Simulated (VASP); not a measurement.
**Al5As: single point with PBE**

Al5As:

```
CELL_PARAMETERS angstrom
7.79842 0.00000 0.00000
0.00000 7.79842 0.00000
0.00000 0.00000 2.65112
ATOMIC_POSITIONS crystal
Al 0.17007 0.50000 0.00000
Al 0.82993 0.50000 0.00000
Al 0.50000 0.17007 0.00000
Al 0.50000 0.82993 0.00000
Al 0.00000 0.00000 0.50000
As 0.50000 0.50000 0.00000
```

The cell was generated, and may not be a known phase.

```yaml
Program: VASP 6.6.1
Task: single point
Functional: PBE
Potentials_or_basis: VASP PAW PBE potentials, release 64 (Al, As)
Cutoff: 520 eV
k_mesh: 4 × 4 × 6
Occupations: gaussian, width 0.1 eV
Spin: no spin polarisation
```

```json
{
  "Pressure": "0.1 GPa",
  "Largest force": "0.003 eV/Å",
  "Band gap on the k mesh": "zero (bands 10 and 11 overlap by 1.33 eV)"
}
```

Forces in eV/Å, atoms in the order of the input:
```
Al  -0.003  0.000  0.000
Al   0.003  0.000  0.000
Al   0.000 -0.003  0.000
Al   0.000  0.003  0.000
Al   0.000  0.000  0.000
As   0.000  0.000  0.000
```

Levels at points of the mesh, in eV from the Fermi level:
| k point | band 6 | band 7 | band 8 | band 9 | band 10 | band 11 | band 12 | band 13 | band 14 | band 15 |
| --- | --- | --- | --- | --- | --- | --- | --- | --- | --- | --- |
| (0.00, 0.00, 0.00) | -5.43 | -1.84 | -1.84 | -1.26 | -0.83 | -0.83 | -0.01 | 0.00 | 2.29 | 2.29 |
| (0.50, 0.00, 0.00) | -4.39 | -4.24 | -2.52 | -0.83 | -0.51 | -0.01 | 0.11 | 0.85 | 1.08 | 2.29 |
| (0.50, 0.50, 0.00) | -4.42 | -4.31 | -4.13 | -1.77 | -0.41 | -0.41 | -0.05 | 2.20 | 2.20 | 3.85 |
| (0.00, 0.00, 0.50) | -1.89 | -1.87 | -1.86 | -0.92 | -0.92 | -0.76 | 0.02 | 2.83 | 2.83 | 2.97 |
| (0.50, 0.00, 0.50) | -1.95 | -1.82 | -1.23 | -0.90 | -0.58 | -0.21 | 0.21 | 1.42 | 2.05 | 2.96 |
| (0.50, 0.50, 0.50) | -2.35 | -1.24 | -0.75 | -0.75 | -0.43 | 0.20 | 0.24 | 1.29 | 1.59 | 2.33 |

Wall time 28 s on 1 thread of Intel(R) Xeon(R) 6975P-C (Granite Rapids), with other jobs on the host, peak memory 0.27 GiB.

Caveat: the k points lie up to 0.40 Å⁻¹ apart, too coarse for converged energies and pressures of a metal.
